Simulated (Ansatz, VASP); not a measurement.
TiAl: VASP beside Ansatz

File POSCAR:

```
TiAl
1.0
    3.1790640000      0.0000000000      0.0000000000
    0.0000000000      3.1790640000      0.0000000000
    0.0000000000      0.0000000000      3.1790640000
Ti Al
1 1
Direct
    0.0000000000      0.0000000000      0.0000000000
    0.5000000000      0.5000000000      0.5000000000
```

The input INCAR.step1:

```
SYSTEM = TiAl
PREC = Accurate
ENCUT = 440
EDIFF = 1E-5
ISMEAR = 1
SIGMA = 0.1
LREAL = .FALSE.
LASPH = .TRUE.
NELM = 120
ALGO = Normal
ISIF = 2
LWAVE = .TRUE.
NBANDS = 14
GGA = PE
GGA_COMPAT = .FALSE.
```

The input INCAR.step2:

```
SYSTEM = TiAl
PREC = Accurate
ENCUT = 440
EDIFF = 1E-6
ISMEAR = 1
SIGMA = 0.1
LREAL = .FALSE.
LASPH = .TRUE.
NELM = 120
ALGO = Normal
ISIF = 2
LWAVE = .FALSE.
LCHARG = .TRUE.
METAGGA = R2SCAN
LHFCALC = .TRUE.
AEXX = 0.1
LMIXTAU = .TRUE.
PRECFOCK = Normal
LELF = .TRUE.
LVHAR = .TRUE.
NBANDS = 14
ISTART = 1
GGA_COMPAT = .FALSE.
```

The input KPOINTS:

```
regular mesh
0
G
  5 5 5
  0 0 0
```

Contents of input.yaml:

```yaml
crystal:
  lattice: { a: 3.179064, b: 3.179064, c: 3.179064, alpha: 90.0, beta: 90.0, gamma: 90.0 }
  space_group: 221
  reduce_to_primitive: true
  atoms:
    - { symbol: Ti, wyckoff: "1a", position: [0.0, 0.0, 0.0] }
    - { symbol: Al, wyckoff: "1b", position: [0.5, 0.5, 0.5] }
hamiltonian:
  xc: r2scanh
  pseudopotentials: { kind: paw, core: small }
kpoints:
  mp_grid: { grid: [5, 5, 5] }
scf:
  occupations: { method: methfessel_paxton, width: 0.1 }
  n_extra_bands: 6
output:
  forces: true
  stress: true
  eigenvalues: true
  dos: { projected: false, de: 0.05 }
```

Alike in both runs: functional r2SCANh; k mesh 5 × 5 × 5; occupations methfessel-paxton of order 1, width 0.1 eV; no spin polarisation.

|  | VASP | Ansatz |
| --- | --- | --- |
| version | VASP 6.6.1 | Ansatz 0.2.0 |
| potentials or method | VASP PAW PBE potentials, release 64 (Ti_sv, Al) | Ansatz PAW |
| plane-wave cutoff (eV) | 440 | 500 |
| valence electrons in the cell | 15 | 15 |
| task | single point | density of states |

Ansatz gave:

* gap on the k mesh at the Fermi level (eV): none
* pressure (GPa): -1.7

Q: Estimate VASP's values.

A: gap on the k mesh at the Fermi level (eV): none; pressure (GPa): -1.8.

VASP's potentials were made for PBE, not for r2SCANh. A gap of «none» marks a metal or a gap that the smearing closes. The functional is the same, so the differences come from potentials, cutoffs and numerics.

The k mesh is coarse, so the values compare programs but aren't converged.
